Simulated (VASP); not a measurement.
## GaN: single point with PBE

The system is GaN.

```xyz
8
Lattice="-3.2185 0.0000 0.0000 0.0000 0.0000 -5.2434 0.0000 -5.5747 0.0000" Properties=species:S:1:pos:R:3 pbc="T T T"
Ga   -1.6093   -1.0038   -0.0489
Ga    0.0000   -3.6417    0.0084
Ga    0.0000   -1.9329   -2.6133
Ga   -1.6093   -4.5709   -2.6706
N    -1.6093   -0.9417   -3.1818
N     0.0000   -3.7037   -3.2066
N     0.0000   -1.8709   -0.5849
N    -1.6093   -4.6330   -0.5601
```

This cell differs from its parent crystal: atoms displaced along a vibrational mode.

```yaml
Program: VASP 6.6.1
Task: single point
Functional: PBE
Potentials_or_basis: VASP PAW PBE potentials, release 64 (Ga_d, N)
Cutoff: 520 eV
k_mesh: 8 × 6 × 6
Occupations: gaussian, width 0.05 eV
Spin: no spin polarisation
```

- Pressure: 1.8 GPa
- Largest force: 2.233 eV/Å
- Band gap on the k mesh: 1.55 eV

Forces on the atoms (eV/Å):
```
Ga   0.000  1.820  1.295
Ga   0.000 -2.055  0.347
Ga   0.000  2.055  0.347
Ga   0.000 -1.820  1.295
N    0.000 -0.007 -0.693
N    0.000 -0.286 -0.949
N    0.000  0.286 -0.949
N    0.000  0.007 -0.693
```

Stress tensor (GPa, compression positive):
```
 3.90  0.00  0.00
 0.00  4.29  0.00
 0.00  0.00 -2.90
```

Levels at points of the mesh, in eV from the valence-band top:
```
           k point  band 32  band 33  band 34  band 35  band 36  band 37  band 38  band 39  band 40  band 41
(0.00, 0.00, 0.00)    -1.15    -0.79    -0.24    -0.18     0.00     1.55     3.69     4.76     5.22     5.89
(0.50, 0.00, 0.00)    -3.56    -2.47    -2.32    -2.03    -1.43     5.50     6.05     6.35     6.39     7.14
(0.00, 0.50, 0.00)    -1.76    -0.69    -0.69    -0.58    -0.58     3.80     3.80     4.29     4.29     7.18
(0.50, 0.50, 0.00)    -3.43    -1.87    -1.87    -1.25    -1.25     5.30     5.30     5.77     5.77     7.54
(0.00, 0.00, 0.50)    -2.09    -0.83    -0.70    -0.53    -0.48     3.75     4.07     5.43     5.54     7.05
(0.50, 0.00, 0.50)    -2.67    -2.16    -1.79    -1.48    -1.18     4.35     4.99     5.14     5.37     5.54
(0.00, 0.50, 0.50)    -2.01    -1.81    -1.81    -1.03    -1.03     4.70     4.70     5.25     5.25     7.05
(0.50, 0.50, 0.50)    -2.01    -2.00    -2.00    -1.44    -1.44     3.87     3.87     4.56     4.56     6.94
```

Run time: 4.2 min on 1 thread of Intel(R) Xeon(R) Platinum 8488C (Sapphire Rapids), on a shared host, peak memory 0.36 GiB.

Caveat: the cell differs from its parent crystal (atoms displaced along a vibrational mode); forces of over 1 eV/Å act on the atoms, so gaps and moduli don't describe the material at rest.
